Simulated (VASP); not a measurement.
# Mo4N in VASP: further runs

The runs below take Mo4N through single point, with PBEsol.

Program: VASP 6.6.1. These are calculated values, not measurements. Logs are shortened: lines on timing, memory, paths and dates and some standing lists are left out, and cuts for length are marked.

## (1) The cell of the first run

The cell holds a slab with vacuum, 5 atoms: a = 3.129 Å, b = 3.129 Å, c = 20.043 Å, α = 90.00°, β = 90.00°, γ = 90.00°.

## (2) Single point, PBEsol

The input, INCAR:

```
SYSTEM = Mo4N
ALGO = Normal ; DIPOL = 0.5 0.5 0.354
EDIFF = 1E-6 ; ENCUT = 520
GGA = PS ; IDIPOL = 3
ISIF = 2 ; ISMEAR = 0
LASPH = .True. ; LCHARG = .True.
LDIPOL = .True. ; LELF = .True.
LREAL = .False. ; LVACPOTAV = .True.
LVHAR = .True. ; LWAVE = .False.
NBANDS = 38 ; NELM = 100
PREC = Accurate ; SIGMA = 0.1
```

The input, KPOINTS:

```
k-points
0
Gamma
  9 9 1
  0 0 0
```

The input, POSCAR:

```
Mo4N
1.0
    3.1294301619      0.0000000000      0.0000000000
    0.0000000000      3.1294301619      0.0000000000
    0.0000000000      0.0000000000     20.0433475232
Mo N
4 1
Direct
    0.5000000000      0.5000000000      0.1995674622
    0.0000000000      0.0000000000      0.2776340167
    0.5000000000      0.5000000000      0.3579998484
    0.0000000000      0.0000000000      0.4262435461
    0.1250000000      0.1250000000      0.5063671431
```

Potentials or basis: VASP PAW PBE potentials, release 64 (Mo_sv, N).

Launch:

```
$ cat potpaw_PBE.64/Mo_sv/POTCAR potpaw_PBE.64/N/POTCAR > POTCAR
$ mpirun -np 1 vasp_std > vasp.out
```

OUTCAR:

```text
SYSTEM = Mo4N
   EDIFF = 1E-6
   ENCUT = 520
   GGA = PS
   ISIF = 2
   ISMEAR = 0
   LASPH = .True.
   LREAL = .False.
   NELM = 100
   PREC = Accurate

 ion  position               nearest neighbor table
   1  0.500  0.500  0.200-   2 2.71   2 2.71   2 2.71   2 2.71   3 3.18
   2  0.000  0.000  0.278-   1 2.71   1 2.71   1 2.71   1 2.71   3 2.74   3 2.74   3 2.74   3 2.74
                             4 2.98
   3  0.500  0.500  0.358-   4 2.60   4 2.60   4 2.60   4 2.60   2 2.74   2 2.74   2 2.74   2 2.74
                             1 3.18
   4  0.000  0.000  0.426-   5 1.70   3 2.60   3 2.60   3 2.60   3 2.60   2 2.98
   5  0.125  0.125  0.506-   4 1.70

  LATTYP: Found a simple tetragonal cell.
 ALAT       =     3.1294301619
 C/A-ratio  =     6.4047914433

  Lattice vectors:

 A1 = (   3.1294301619,   0.0000000000,   0.0000000000)
 A2 = (   0.0000000000,   3.1294301619,   0.0000000000)
 A3 = (   0.0000000000,   0.0000000000,  20.0433475232)

Analysis of symmetry for initial positions (statically):
=====================================================================
 Subroutine PRICEL returns:
 Original cell was already a primitive cell.

 Routine SETGRP: Setting up the symmetry group for a
 simple tetragonal supercell.

 Subroutine GETGRP returns: Found  2 space group operations
 (whereof  2 operations were pure point group operations)
 out of a pool of 16 trial point group operations.

The static configuration has the point symmetry C_1h.

Analysis of symmetry for dynamics (positions and initial velocities):
=====================================================================
 Subroutine PRICEL returns:
 Original cell was already a primitive cell.

 Routine SETGRP: Setting up the symmetry group for a
 simple tetragonal supercell.

 Subroutine GETGRP returns: Found  2 space group operations
 (whereof  2 operations were pure point group operations)
 out of a pool of 16 trial point group operations.

The dynamic configuration has the point symmetry C_1h.

 Subroutine INISYM returns: Found  2 space group operations
 (whereof  2 operations are pure point group operations),
 and found     1 'primitive' translations

----------------------------------------------------------------------------------------

                                     Primitive cell

  volume of cell :     196.2912

  direct lattice vectors                    reciprocal lattice vectors
     3.129430162  0.000000000  0.000000000     0.319546994  0.000000000  0.000000000
     0.000000000  3.129430162  0.000000000     0.000000000  0.319546994  0.000000000
     0.000000000  0.000000000 20.043347523     0.000000000  0.000000000  0.049891866

  length of vectors
     3.129430162  3.129430162 20.043347523     0.319546994  0.319546994  0.049891866

  position of ions in fractional coordinates (direct lattice)
     0.500000000  0.500000000  0.199567462
     0.000000000  0.000000000  0.277634017
     0.500000000  0.500000000  0.357999848
     0.000000000  0.000000000  0.426243546
     0.125000000  0.125000000  0.506367143

  ion indices of the primitive-cell ions
   primitive index   ion index
                 1           1
                 2           2
                 3           3
                 4           4
                 5           5

----------------------------------------------------------------------------------------

 KPOINTS: k-points

Automatic generation of k-mesh.
 Grid dimensions read from file:
 generate k-points for:    9    9    1

 Generating k-lattice:

  Cartesian coordinates                     Fractional coordinates (reciprocal lattice)
     0.035505222  0.000000000  0.000000000     0.111111111  0.000000000  0.000000000
     0.000000000  0.035505222  0.000000000     0.000000000  0.111111111  0.000000000
     0.000000000  0.000000000  0.049891866     0.000000000  0.000000000  1.000000000

  Length of vectors
     0.035505222  0.035505222  0.049891866

  Shift w.r.t. Gamma in fractional coordinates (k-lattice)
     0.000000000  0.000000000  0.000000000

 Subroutine IBZKPT returns following result:
 ===========================================

 Found     25 irreducible k-points:

 Following reciprocal coordinates:
            Coordinates               Weight
  0.000000  0.000000  0.000000      1.000000
  0.111111  0.000000  0.000000      4.000000
  0.222222  0.000000  0.000000      4.000000
  0.333333  0.000000  0.000000      4.000000
  0.444444  0.000000  0.000000      4.000000
  0.111111  0.111111  0.000000      2.000000
[... 16 lines left out ...]
 -0.333333  0.444444  0.000000      4.000000
  0.444444  0.444444  0.000000      2.000000
   k-points           NKPTS =     25   k-points in BZ     NKDIM =     25   number of bands    NBANDS=     38
   number of dos      NEDOS =    301   number of ions     NIONS =      5
   total plane-waves  NPLWV =  86400
   dimension x,y,z NGX =    24 NGY =   24 NGZ =  150
   dimension x,y,z NGXF=    48 NGYF=   48 NGZF=  300
   ions per type =               4   1
   NGX,Y,Z   is equivalent  to a cutoff of  12.75, 12.75, 12.44 a.u.
   NGXF,Y,Z  is equivalent  to a cutoff of  25.50, 25.50, 24.88 a.u.
 SYSTEM =  Mo4N
   PREC   = accura    normal or accurate (medium, high low for compatibility)
   ISTART =      0    job   : 0-new  1-cont  2-samecut
   ICHARG =      2    charge: 1-file 2-atom 10-const
   ISPIN  =      1    spin polarized calculation?
   LNONCOLLINEAR =      F non collinear calculations
   LSORBIT =      F    spin-orbit coupling
   LASPH  =      T    aspherical Exc in radial PAW
   ENCUT  =  520.0 eV  38.22 Ry    6.18 a.u.   5.82  5.82 37.27*2*pi/ulx,y,z
   NELM   =    100;   NELMIN=  2; NELMDL= -5     # of ELM steps
   EDIFF  = 0.1E-05   stopping-criterion for ELM
   LREAL  =      F    real-space projection
   EDIFFG = 0.1E-04   stopping-criterion for IOM
   NSW    =      0    number of steps for IOM
   IBRION =     -1    ionic relax: 0-MD 1-quasi-New 2-CG
   NFREE  =      0    steps in history (QN), initial steepest desc. (CG)
   ISIF   =      2    stress and relaxation
   ISYM   =      2    0-nonsym 1-usesym 2-fastsym
   POTIM  = 0.5000    time-step for ionic-motion
   TEBEG  =    0.0;   TEEND  =   0.0 temperature during run
   PSTRESS=    0.0 pullay stress
   NELECT =      61.0000    total number of electrons
   NUPDOWN=      -1.0000    fix difference up-down
   EMIN   =  10.00;   EMAX   =-10.00  energy-range for DOS
   EFERMI =   0.00;   METHOD = LEGACY
   ISMEAR =     0;   SIGMA  =   0.10  broadening in eV -4-tet -1-fermi 0-gaus
   EFERMI_NEDOS =   21; number of points for ismear=-14 and -15
   IALGO  =     38    algorithm
   IMIX   =      4    mixing-type and parameters
     AMIX     =   0.40;   BMIX     =  1.00
     AMIX_MAG =   1.60;   BMIX_MAG =  1.00
  volume/ion in A,a.u.               =      39.26       264.93
  Fermi-wavevector in a.u.,A,eV,Ry     =   1.108880  2.095479 16.729923  1.229615
  Thomas-Fermi vector in A             =   2.245413
   LORBIT       =      0    0 simple, 1 ext, 2 COOP (PROOUT), +10 PAW based schemes
   GGA     = PS    functional components
   LHFCALC =     F    Hartree Fock is set to
   AEXX    =    0.0000 exact exchange contribution
   IVDW    =     0    specifies the selected vdW correction
   LEPSILON=     F    determine dielectric tensor
   LRPA    =     F    only Hartree local field effects (RPA)
 non-spin polarized calculation
 Gauss-broadening in eV      SIGMA  =   0.10
  energy-cutoff  :      520.00
  volume of cell :      196.29
 maximum number of plane-waves:      5322
   NGX = 11   NGY = 11   NGZ = 75

 dipolmoment           0.000000      0.000000     -0.299662 electrons x Angstroem

 number of electron      60.9999997 magnetization

 dipolmoment           0.000000      0.000000      0.204864 electrons x Angstroem

 Free energy of the ion-electron system (eV)
  ---------------------------------------------------
  ext. energy  EPLUGINS =         0.00000000
  ---------------------------------------------------
  free energy    TOTEN  =       -50.10267407 eV

  energy without entropy =      -50.07472682  energy(sigma->0) =      -50.08870045

 E-fermi :   0.1980     XC(G=0):  -5.8374

 val. band max:        0.1746254561   @ k =   0.1111   0.0000   0.0000
 cond. band min:       0.2015456996   @ k =   0.2222   0.2222   0.0000
 fundamental gap:      0.0269202435
 Fermi energy:         0.1980148507

 k-point     1 :       0.0000    0.0000    0.0000
  band No.  band energies     occupation
      1     -60.6484      2.00000
      2     -60.4166      2.00000
      3     -60.3046      2.00000
      4     -59.9204      2.00000
      5     -34.9644      2.00000
      6     -34.9016      2.00000
[... 30 lines left out ...]
     37       2.4591      0.00000
     38       2.7089      0.00000

 k-point     2 :       0.1111    0.0000    0.0000
  band No.  band energies     occupation
      1     -60.6360      2.00000
      2     -60.4083      2.00000
      3     -60.3085      2.00000
      4     -59.9272      2.00000
      5     -35.0279      2.00000
      6     -34.9512      2.00000
[... 30 lines left out ...]
     37       2.2194      0.00000
     38       2.5449      0.00000

 k-point     3 :       0.2222    0.0000    0.0000
  band No.  band energies     occupation
      1     -60.6020      2.00000
      2     -60.3868      2.00000
      3     -60.3198      2.00000
      4     -59.9460      2.00000
      5     -35.1614      2.00000
      6     -35.0460      2.00000
[... 30 lines left out ...]
     37       2.2446      0.00000
     38       2.6304      0.00000

 k-point     4 :       0.3333    0.0000    0.0000
  band No.  band energies     occupation
      1     -60.5570      2.00000
      2     -60.3668      2.00000
      3     -60.3313      2.00000
      4     -59.9705      2.00000
      5     -35.2740      2.00000
      6     -35.1756      2.00000
[... 30 lines left out ...]
     37       2.4696      0.00000
     38       3.0387      0.00000
[... 703 lines left out ...]
      4     -59.9737      2.00000
      5     -35.2505      2.00000
      6     -35.2167      2.00000
[... 30 lines left out ...]
     37       2.9977      0.00000
     38       3.2005      0.00000

 k-point    23 :      -0.3333    0.4444    0.0000
  band No.  band energies     occupation
      1     -60.4989      2.00000
      2     -60.3595      2.00000
      3     -60.3043      2.00000
      4     -59.9737      2.00000
      5     -35.2676      2.00000
      6     -35.2025      2.00000
[... 30 lines left out ...]
     37       3.0023      0.00000
     38       3.1890      0.00000

 k-point    24 :       0.4444    0.4444    0.0000
  band No.  band energies     occupation
      1     -60.4925      2.00000
      2     -60.3554      2.00000
      3     -60.2984      2.00000
      4     -59.9692      2.00000
      5     -35.3005      2.00000
      6     -35.2856      2.00000
[... 30 lines left out ...]
     37       2.9983      0.00000
     38       3.1710      0.00000

 [... further k-points ...]
[... 5 lines left out ...]
  --------------------------------------------------------------------------------------
  -------------------------------------------------------------------------------------
  Total       -1.8165482     -1.8165482      1.3282981      0.0350471      0.5873165      0.5873177
  in kB      -14.8271173    -14.8271173     10.8418988      0.2860629      4.7938233      4.7938325
  external PRESSURE =      -6.2707786 kB  Pullay stress =       0.0000000 kB

 VOLUME and BASIS-vectors are now :
 -----------------------------------------------------------------------------
  energy-cutoff  :      520.00
  volume of cell :      196.29
      direct lattice vectors                 reciprocal lattice vectors
     3.129430162  0.000000000  0.000000000     0.319546994  0.000000000  0.000000000
     0.000000000  3.129430162  0.000000000     0.000000000  0.319546994  0.000000000
     0.000000000  0.000000000 20.043347523     0.000000000  0.000000000  0.049891866

 POSITION                                       TOTAL-FORCE (eV/Angst)
 -----------------------------------------------------------------------------------
      1.56472      1.56472      4.00000        -0.006339     -0.006339      1.722245
      0.00000      0.00000      5.56472         0.118858      0.118858     -1.778097
      1.56472      1.56472      7.17552        -0.426781     -0.426781     -2.802673
      0.00000      0.00000      8.54335         0.106031      0.106031      2.740125
      0.39118      0.39118     10.14929         0.208231      0.208231      0.118400
 -----------------------------------------------------------------------------------
    total drift:                                0.000874      0.000874      0.001030

  FREE ENERGIE OF THE ION-ELECTRON SYSTEM (eV)
  ---------------------------------------------------
  free  energy   TOTEN  =       -50.1026740697 eV

  energy  without entropy=      -50.0747268208  energy(sigma->0) =      -50.08870045

 vacuum level on the upper side and lower side of the slab         8.025         4.232
```

It took 2.8 min on 1 thread of Intel Xeon 6975P-C (Granite Rapids), shared host; peak memory 0.36 GiB.

Results:

```
Free energy            : -50.1027 eV
Largest force          : 2.867 eV/Å
Band gap on the k mesh : zero (an odd number of electrons rules out a gap without spin polarisation)
```

Forces in eV/Å, atoms in the order of the input:
```
Mo  -0.006 -0.006  1.722
Mo   0.119  0.119 -1.778
Mo  -0.427 -0.427 -2.803
Mo   0.106  0.106  2.740
N    0.208  0.208  0.118
```

Levels at points of the mesh, in eV from the Fermi level:
```csv
k point,band 29,band 30,band 31,band 32,band 33,band 34
"(0.00, 0.00, 0.00)",-0.65,-0.19,-0.07,0.19,0.25,0.51
```

Caveat: the PAW data sets were made with another functional, which shifts forces and pressure a little.

## (3) Single point, PBEsol

The input, INCAR:

```
SYSTEM = Mo4N
  PREC = Accurate
  ENCUT = 520
  EDIFF = 1E-6
  ISMEAR = 0
  SIGMA = 0.1
  LREAL = .FALSE.
  LASPH = .TRUE.
  NELM = 100
  ALGO = Normal
  ISIF = 2
  LWAVE = .FALSE.
  LCHARG = .FALSE.
  LDIPOL = .TRUE.
  IDIPOL = 3
  DIPOL = 0.5 0.5 0.345
  GGA = PS
  NBANDS = 38
```

The input, KPOINTS:

```
regular mesh
0
G
  9 9 1
  0 0 0
```

Edit POSCAR of step 2 so:

```diff
@@ -12,2 +12,2 @@
     0.0000000000      0.0000000000      0.4262435461
-    0.1250000000      0.1250000000      0.5063671431
+    0.3750000000      0.3750000000      0.4619785501
```

Potentials or basis: VASP PAW PBE potentials, release 64 (Mo_sv, N).

Launch:

```
$ cat potpaw_PBE.64/Mo_sv/POTCAR potpaw_PBE.64/N/POTCAR > POTCAR
$ mpirun -np 1 vasp_std > vasp.out
```

It took 2.6 min on 1 thread of Intel Xeon 6975P-C (Granite Rapids), shared host; peak memory 0.35 GiB.

Results (log left out):

| Quantity | Value |
| --- | --- |
| Free energy | -52.0967 eV |
| Largest force | 3.653 eV/Å |
| Band gap on the k mesh | zero (an odd number of electrons rules out a gap without spin polarisation) |

Forces on the atoms (eV/Å):
```
Mo  -0.100 -0.100  1.769
Mo   0.303  0.303 -1.846
Mo  -0.661 -0.661 -3.183
Mo  -1.212 -1.212  3.226
N    1.670  1.670  0.033
```

Levels at points of the mesh, in eV from the Fermi level:
| k point | band 28 | band 29 | band 30 | band 31 | band 32 | band 33 | band 34 | band 35 |
| --- | --- | --- | --- | --- | --- | --- | --- | --- |
| (0.00, 0.00, 0.00) | -1.27 | -0.92 | -0.51 | -0.33 | -0.10 | 0.18 | 0.57 | 1.03 |

Caveat: the PAW data sets were made with another functional, which shifts forces and pressure a little.
